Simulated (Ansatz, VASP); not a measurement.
## Two plane-wave programs on ZrTe3Pd

The input INCAR:

```
SYSTEM = ZrTe3Pd
ALGO = Normal
EDIFF = 1E-6
ENCUT = 520
GGA = PE
ISIF = 2
ISMEAR = 0
LASPH = .True.
LCHARG = .False.
LREAL = .False.
LWAVE = .False.
NBANDS = 51
NELM = 60
PREC = Accurate
SIGMA = 0.2
```

KPOINTS

```
k-points
0
Gamma
  6 4 2
  0 0 0
```

File POSCAR:

```
ZrTe3Pd
1.0
    0.0000000000     -3.9921052617      0.0000000000
   -6.2530730662      0.0000000000      0.0606313698
    2.7166295440      0.0000000000    -10.6445279807
Zr Te Pd
2 6 2
Direct
    0.2500000000      0.8081294556      0.6557648397
    0.7500000000      0.1918705444      0.3442351603
    0.7500000000      0.6146467081      0.8054790236
    0.7500000000      0.1159092597      0.8151015088
    0.2500000000      0.3853532919      0.1945209764
    0.2500000000      0.8840907403      0.1848984912
    0.7500000000      0.7305450784      0.4499249920
    0.2500000000      0.2694549216      0.5500750080
    0.7500000000      0.1370607895      0.0665215119
    0.2500000000      0.8629392105      0.9334784881
```

Input for Ansatz:

```yaml
crystal:
  lattice:
    - [0.0, -3.9921052617, 0.0]
    - [-6.2530730662, 0.0, 0.0606313698]
    - [2.716629544, 0.0, -10.6445279807]
  atoms:
    - { symbol: Zr, position: [0.25, 0.8081294556, 0.6557648397] }
    - { symbol: Zr, position: [0.75, 0.1918705444, 0.3442351603] }
    - { symbol: Te, position: [0.75, 0.6146467081, 0.8054790236] }
    - { symbol: Te, position: [0.75, 0.1159092597, 0.8151015088] }
    - { symbol: Te, position: [0.25, 0.3853532919, 0.1945209764] }
    - { symbol: Te, position: [0.25, 0.8840907403, 0.1848984912] }
    - { symbol: Te, position: [0.75, 0.7305450784, 0.449924992] }
    - { symbol: Te, position: [0.25, 0.2694549216, 0.550075008] }
    - { symbol: Pd, position: [0.75, 0.1370607895, 0.0665215119] }
    - { symbol: Pd, position: [0.25, 0.8629392105, 0.9334784881] }
basis:
  ecutwfc: 420
kpoints:
  mp_grid: { grid: [6, 4, 2] }
hamiltonian:
  xc: pbe
scf:
  occupations: { method: gaussian, width: 0.2 }
  lower_state_search: "off"
output:
  forces: true
  stress: true
  eigenvalues: true
```

Alike in both runs: task single point; functional PBE; k mesh 6 × 4 × 2; occupations gaussian, width 0.2 eV; no spin polarisation.

```csv
,VASP,Ansatz
version,VASP 6.6.1,Ansatz 0.2.0
potentials or method,"VASP PAW PBE potentials, release 64 (Zr_sv, Te, Pd), cutoff 520 eV","scalar-relativistic, plane waves, PAW"
valence electrons in the cell,80,156
```

|  | VASP | Ansatz | Ansatz less VASP |
| --- | --- | --- | --- |
| gap on the k mesh at the Fermi level (eV) | none | none | - |
| pressure (GPa) | -0.1 | 0.0 | +0.03 |
| traceless stress, the component that is largest in VASP (GPa) | -0.45 | -0.44 | +0.009 |
| rms of the force components (eV/Å) | 0.016 | 0.012 | -0.0035 |

Atom by atom the forces differ by 0.006 eV/Å (rms over components). A gap of «none» marks a metal or a gap that the smearing closes. With one functional, cell and mesh, what is left measures potentials, basis and numerics. VASP's potentials hold 80 valence electrons a cell and Ansatz's 156, so a difference there can come from the potentials and not from the codes.

Neither program's run includes spin-orbit coupling.
